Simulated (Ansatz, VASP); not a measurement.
**NiO: VASP beside Ansatz**

POSCAR

```
NiO
1.0
    2.2199564068      2.2199564068      0.0000000000
   -2.2199564068      2.2199564068      0.0000000000
    0.0000000000      0.0000000000      4.0378075022
Ni O
2 2
Direct
    0.0000000000      0.0000000000      0.0000000000
    0.5000000000      0.5000000000      0.5000000000
    0.5000000000      0.5000000000      0.0000000000
    0.0000000000      0.0000000000      0.5000000000
```

The input INCAR.step1:

```
SYSTEM = NiO
ALGO = Normal
EDIFF = 1E-4
ENCUT = 520
GGA = PE
ISMEAR = 0
ISPIN = 2
LASPH = .TRUE.
LCHARG = .FALSE.
LMAXMIX = 4
LREAL = .FALSE.
LUSENCCL = .FALSE.
LWAVE = .TRUE.
MAGMOM = 1.82 1.82 0.3 0.3
NBANDS = 28
NELM = 150
PREC = Accurate
SIGMA = 0.02
```

The input INCAR.step2:

```
SYSTEM = NiO
ALGO = Normal
EDIFF = 1E-6
ENCUT = 520
ISIF = 2
ISMEAR = 0
ISPIN = 2
ISTART = 1
LASPH = .TRUE.
LCHARG = .TRUE.
LELF = .TRUE.
LMAXMIX = 4
LMIXTAU = .TRUE.
LORBIT = 11
LREAL = .FALSE.
LUSENCCL = .FALSE.
LVHAR = .TRUE.
LWAVE = .FALSE.
MAGMOM = 1.82 1.82 0.3 0.3
METAGGA = R2SCAN
NBANDS = 28
NELM = 150
PREC = Accurate
SIGMA = 0.02
```

File KPOINTS:

```
k-points
0
G
  10 10 8
  0 0 0
```

Input for Ansatz:

```yaml
crystal:
  lattice:
    - [2.2199564068, 2.2199564068, 0.0]
    - [-2.2199564068, 2.2199564068, 0.0]
    - [0.0, 0.0, 4.0378075022]
  atoms:
    - { symbol: Ni, position: [0.0, 0.0, 0.0], spin: 1.82 }
    - { symbol: Ni, position: [0.5, 0.5, 0.5], spin: 1.82 }
    - { symbol: O, position: [0.5, 0.5, 0.0], spin: 0.3 }
    - { symbol: O, position: [0.0, 0.0, 0.5], spin: 0.3 }
basis:
  ecutwfc: 500
kpoints:
  mp_grid: { grid: [10, 10, 8] }
  band_path: { path: [VBM, CBM], npoints: 2 }
hamiltonian:
  xc: r2scan
scf:
  occupations: { method: gaussian, width: 0.02 }
output:
  forces: true
  stress: true
  eigenvalues: true
  populations: true
magnetization:
  spin_polarized: true
checkpoint:
  read: start.run
  write: ck
  compress: false
  write_wavefunctions: false
  write_every: 100000
```

Alike in both runs: task single point; functional r2SCAN; k mesh 10 × 10 × 8; occupations gaussian, width 0.02 eV; collinear spin.

|  | VASP | Ansatz |
| --- | --- | --- |
| version | VASP 6.6.1 | Ansatz 0.2.0 |
| potentials or method | VASP PAW PBE potentials, release 64 (Ni, O), cutoff 520 eV | scalar-relativistic, plane waves, PAW |
| valence electrons in the cell | 32 | 48 |

Ansatz gave:

- gap on the k mesh at the Fermi level (eV): 0.52
- least direct gap on the mesh (eV): 1.45
- pressure (GPa): -11.3
- traceless stress, the component that is largest in VASP (GPa): 11.28
- net moment per atom (μB): 1.00
- size of the moment on the site where the two differ most (μB): 1.65

Q: Which values does VASP return?

A: gap on the k mesh at the Fermi level (eV): 0.47; least direct gap on the mesh (eV): 1.37; pressure (GPa): -11.2; traceless stress, the component that is largest in VASP (GPa): 11.54; net moment per atom (μB): 1.00; size of the moment on the site where the two differ most (μB): 1.70.

VASP's potentials were made for PBE, not for r2SCAN. Site moments also hang on the region over which each program counts them. The functional is the same, so the differences come from potentials, cutoffs and numerics. VASP's potentials hold 32 valence electrons a cell and Ansatz's 48, so a difference there can come from the potentials and not from the codes. Ansatz's warnings: stability check not made.
